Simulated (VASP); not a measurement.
# BaTiO3 in VASP: further runs, part 2 of 3

VASP 6.6.1. The steps go on from the part before.

### 3 Single point, PBEsol (atoms moved at random)

INCAR reads:

```
ALGO = Normal
EDIFF = 1E-7
ENCUT = 520
GGA = PS
ISIF = 2
ISMEAR = -1
LASPH = T
LCHARG = F
LREAL = F
LWAVE = F
NBANDS = 28
NELM = 80
PREC = Accurate
SIGMA = 0.05
```

KPOINTS reads:

```
k-points
0
Gamma
  7 7 7
```

POSCAR reads:

```
BaTiO3
1.0
    4.0060000000      0.0000000000      0.0000000000
    0.0000000000      4.0060000000      0.0000000000
    0.0000000000      0.0000000000      4.0060000000
Ba Ti O
1 1 3
Direct
    0.4995820000      0.4932190000      0.5062780000
    0.0000700000     -0.0020440000     -0.0109340000
    0.0033810000      0.0076360000      0.4931720000
    0.0002570000      0.4939700000      0.0067890000
    0.5026220000     -0.0065370000      0.0085460000
```

Potentials or basis: VASP PAW PBE potentials, release 64 (Ba_sv, Ti_sv, O).

Launch:

```
$ cat potpaw_PBE.64/Ba_sv/POTCAR potpaw_PBE.64/Ti_sv/POTCAR potpaw_PBE.64/O/POTCAR > POTCAR
$ mpirun -np 1 vasp_std > vasp.out
```

OUTCAR:

```text
EDIFF = 1E-7
   ENCUT = 520
   GGA = PS
   ISIF = 2
   ISMEAR = -1
   LASPH = T
   LREAL = F
   NELM = 80
   PREC = Accurate

 ion  position               nearest neighbor table
   1  0.500  0.493  0.506-   3 2.78   3 2.80   5 2.83   5 2.83   4 2.83   4 2.83   4 2.83   4 2.84
                             5 2.84   5 2.84   3 2.86   3 2.88   2 3.42   2 3.42   2 3.44   2 3.44
   2  0.000  0.998  0.989-   3 1.99   4 1.99   5 1.99   5 2.01   3 2.02   4 2.02   1 3.42   1 3.42
                             1 3.44   1 3.44   1 3.50   1 3.50   1 3.52   1 3.52
   3  0.003  0.008  0.493-   2 1.99   2 2.02   1 2.78   1 2.80   1 2.86   1 2.88
   4  0.000  0.494  0.007-   2 1.99   2 2.02   1 2.83   1 2.83   1 2.83   1 2.84
   5  0.503  0.993  0.009-   2 1.99   2 2.01   1 2.83   1 2.83   1 2.84   1 2.84

  LATTYP: Found a simple cubic cell.
 ALAT       =     4.0060000000

  Lattice vectors:

 A1 = (   4.0060000000,   0.0000000000,   0.0000000000)
 A2 = (   0.0000000000,   4.0060000000,   0.0000000000)
 A3 = (   0.0000000000,   0.0000000000,   4.0060000000)

Analysis of symmetry for initial positions (statically):
=====================================================================
 Subroutine PRICEL returns:
 Original cell was already a primitive cell.

 Routine SETGRP: Setting up the symmetry group for a
 simple cubic supercell.

 Subroutine GETGRP returns: Found  1 space group operations
 (whereof  1 operations were pure point group operations)
 out of a pool of 48 trial point group operations.

The static configuration has the point symmetry C_1 .

Analysis of symmetry for dynamics (positions and initial velocities):
=====================================================================
 Subroutine PRICEL returns:
 Original cell was already a primitive cell.

 Routine SETGRP: Setting up the symmetry group for a
 simple cubic supercell.

 Subroutine GETGRP returns: Found  1 space group operations
 (whereof  1 operations were pure point group operations)
 out of a pool of 48 trial point group operations.

The dynamic configuration has the point symmetry C_1 .

 Subroutine INISYM returns: Found  1 space group operations
 (whereof  1 operations are pure point group operations),
 and found     1 'primitive' translations

----------------------------------------------------------------------------------------

                                     Primitive cell

  volume of cell :      64.2884

  direct lattice vectors                    reciprocal lattice vectors
     4.006000000  0.000000000  0.000000000     0.249625562  0.000000000  0.000000000
     0.000000000  4.006000000  0.000000000     0.000000000  0.249625562  0.000000000
     0.000000000  0.000000000  4.006000000     0.000000000  0.000000000  0.249625562

  length of vectors
     4.006000000  4.006000000  4.006000000     0.249625562  0.249625562  0.249625562

  position of ions in fractional coordinates (direct lattice)
     0.499582000  0.493219000  0.506278000
     0.000070000  0.997956000  0.989066000
     0.003381000  0.007636000  0.493172000
     0.000257000  0.493970000  0.006789000
     0.502622000  0.993463000  0.008546000

  ion indices of the primitive-cell ions
   primitive index   ion index
                 1           1
                 2           2
[... 31 lines left out ...]
            Coordinates               Weight
  0.000000  0.000000  0.000000      1.000000
  0.142857  0.000000  0.000000      2.000000
  0.000000  0.142857  0.000000      2.000000
  0.000000  0.000000  0.142857      2.000000
  0.285714  0.000000  0.000000      2.000000
  0.000000  0.285714  0.000000      2.000000
[... 16 lines left out ...]
  0.000000 -0.285714  0.142857      2.000000
 -0.142857  0.000000  0.285714      2.000000
 [... further k-points ...]
   k-points           NKPTS =    172   k-points in BZ     NKDIM =    172   number of bands    NBANDS=     28
   number of dos      NEDOS =    301   number of ions     NIONS =      5
   total plane-waves  NPLWV =  27000
   dimension x,y,z NGX =    30 NGY =   30 NGZ =   30
   dimension x,y,z NGXF=    60 NGYF=   60 NGZF=   60
   ions per type =               1   1   3
   NGX,Y,Z   is equivalent  to a cutoff of  12.45, 12.45, 12.45 a.u.
   NGXF,Y,Z  is equivalent  to a cutoff of  24.90, 24.90, 24.90 a.u.
 SYSTEM =  unknown system
   PREC   = accura    normal or accurate (medium, high low for compatibility)
   ISTART =      0    job   : 0-new  1-cont  2-samecut
   ICHARG =      2    charge: 1-file 2-atom 10-const
   ISPIN  =      1    spin polarized calculation?
   LNONCOLLINEAR =      F non collinear calculations
   LSORBIT =      F    spin-orbit coupling
   LASPH  =      T    aspherical Exc in radial PAW
   ENCUT  =  520.0 eV  38.22 Ry    6.18 a.u.   7.45  7.45  7.45*2*pi/ulx,y,z
   NELM   =     80;   NELMIN=  2; NELMDL= -5     # of ELM steps
   EDIFF  = 0.1E-06   stopping-criterion for ELM
   LREAL  =      F    real-space projection
   EDIFFG = 0.1E-05   stopping-criterion for IOM
   NSW    =      0    number of steps for IOM
   IBRION =     -1    ionic relax: 0-MD 1-quasi-New 2-CG
   NFREE  =      0    steps in history (QN), initial steepest desc. (CG)
   ISIF   =      2    stress and relaxation
   ISYM   =      2    0-nonsym 1-usesym 2-fastsym
   POTIM  = 0.5000    time-step for ionic-motion
   TEBEG  =    0.0;   TEEND  =   0.0 temperature during run
   PSTRESS=    0.0 pullay stress
   NELECT =      40.0000    total number of electrons
   NUPDOWN=      -1.0000    fix difference up-down
   EMIN   =  10.00;   EMAX   =-10.00  energy-range for DOS
   EFERMI =   0.00;   METHOD = LEGACY
   ISMEAR =    -1;   SIGMA  =   0.05  broadening in eV -4-tet -1-fermi 0-gaus
   EFERMI_NEDOS =   21; number of points for ismear=-14 and -15
   IALGO  =     38    algorithm
   IMIX   =      4    mixing-type and parameters
     AMIX     =   0.40;   BMIX     =  1.00
     AMIX_MAG =   1.60;   BMIX_MAG =  1.00
  volume/ion in A,a.u.               =      12.86        86.77
  Fermi-wavevector in a.u.,A,eV,Ry     =   1.397603  2.641087 26.576187  1.953295
  Thomas-Fermi vector in A             =   2.520843
   LORBIT       =      0    0 simple, 1 ext, 2 COOP (PROOUT), +10 PAW based schemes
   GGA     = PS    functional components
   LHFCALC =     F    Hartree Fock is set to
   AEXX    =    0.0000 exact exchange contribution
   IVDW    =     0    specifies the selected vdW correction
   LEPSILON=     F    determine dielectric tensor
   LRPA    =     F    only Hartree local field effects (RPA)
 non-spin polarized calculation
  energy-cutoff  :      520.00
  volume of cell :       64.29
 maximum number of plane-waves:      1759
 NGX is ok and might be reduce to    30
   NGX = 15   NGY = 15   NGZ = 15

 number of electron      40.0000007 magnetization

 Free energy of the ion-electron system (eV)
  ---------------------------------------------------
  ext. energy  EPLUGINS =         0.00000000
  ---------------------------------------------------
  free energy    TOTEN  =       -41.93787264 eV

  energy without entropy =      -41.93787263  energy(sigma->0) =      -41.93787263

 E-fermi :   4.5359     XC(G=0): -11.5041

 val. band max:        3.6119952487   @ k =  -0.4286  -0.4286   0.4286
 cond. band min:       5.3699403249   @ k =   0.0000   0.0000   0.0000
 fundamental gap:      1.7579450762
 Fermi energy:         4.5358718501

 k-point     1 :       0.0000    0.0000    0.0000
  band No.  band energies     occupation
      1     -52.7087      2.00000
      2     -29.0315      2.00000
      3     -29.0310      2.00000
      4     -29.0308      2.00000
      5     -21.0942      2.00000
      6     -13.1396      2.00000
[... 733 lines left out ...]
     27      10.3790      0.00000
     28      12.2200      0.00000

 [... further k-points ...]

------------------------ aborting loop because EDIFF is reached ----------------------------------------

  FORCE on cell =-STRESS in cart. coord.  units (eV):
  Direction    XX          YY          ZZ          XY          YZ          ZX
  --------------------------------------------------------------------------------------
  -------------------------------------------------------------------------------------
  Total       -1.1027895     -1.0883855     -1.1788750      0.0094687     -0.0127658      0.0107154
  in kB      -27.4833933    -27.1244216    -29.3795747      0.2359754     -0.3181462      0.2670470
  external PRESSURE =     -27.9957965 kB  Pullay stress =       0.0000000 kB

 VOLUME and BASIS-vectors are now :
 -----------------------------------------------------------------------------
  energy-cutoff  :      520.00
  volume of cell :       64.29
      direct lattice vectors                 reciprocal lattice vectors
     4.006000000  0.000000000  0.000000000     0.249625562  0.000000000  0.000000000
     0.000000000  4.006000000  0.000000000     0.000000000  0.249625562  0.000000000
     0.000000000  0.000000000  4.006000000     0.000000000  0.000000000  0.249625562

 POSITION                                       TOTAL-FORCE (eV/Angst)
 -----------------------------------------------------------------------------------
      2.00133      1.97584      2.02815         0.036058      0.113721     -0.287449
      0.00028      3.99781      3.96220        -0.054942      0.043902      0.247556
      0.01354      0.03059      1.97565        -0.028312     -0.285543      0.676264
      0.00103      1.97884      0.02720         0.032186      0.140163     -0.301673
      2.01350      3.97981      0.03424         0.015011     -0.012244     -0.334698
 -----------------------------------------------------------------------------------
    total drift:                                0.001401     -0.000397     -0.000016

  FREE ENERGIE OF THE ION-ELECTRON SYSTEM (eV)
  ---------------------------------------------------
  free  energy   TOTEN  =       -41.9378726355 eV

  energy  without entropy=      -41.9378726326  energy(sigma->0) =      -41.93787263
```

stdout:

```text
POSCAR found type information on POSCAR BaTiO
 POSCAR found :  3 types and       5 ions
 scaLAPACK will be used
 -----------------------------------------------------------------------------
|                                                                             |
|                                                                             |
|     You enforced a specific xc type in the INCAR file but a different       |
|     I HOPE YOU KNOW WHAT YOU ARE DOING!                                     |
|                                                                             |
 -----------------------------------------------------------------------------

 LDA part: xc-table for (Slater+PW92), standard interpolation
 POSCAR, INCAR and KPOINTS ok, starting setup
 FFT: planning ... GRIDC
 FFT: planning ... GRID_SOFT
 FFT: planning ... GRID
 WAVECAR not read
 entering main loop
```

Wall time 7.4 min (1 thread of Intel Xeon 8259CL, shared host); peak memory 0.4 GiB.

What came out:

* Free energy: -41.9379 eV
* Pressure: -2.8 GPa
* Largest force: 0.735 eV/Å
* Band gap on the k mesh: 1.76 eV (least direct gap 1.85 eV)

Forces on the atoms (eV/Å):
```
Ba   0.036  0.114 -0.287
Ti  -0.055  0.044  0.248
O   -0.028 -0.286  0.676
O    0.032  0.140 -0.302
O    0.015 -0.012 -0.335
```

Caveat: the cell differs from its parent crystal (atoms moved at random); the PAW data sets were made with another functional, which shifts forces and pressure a little; spin-orbit coupling is left out, which moves the levels of the heavy elements; an odd mesh through Γ misses points on the zone boundary, where band edges can lie.

(Continued in part 3 of 3.)
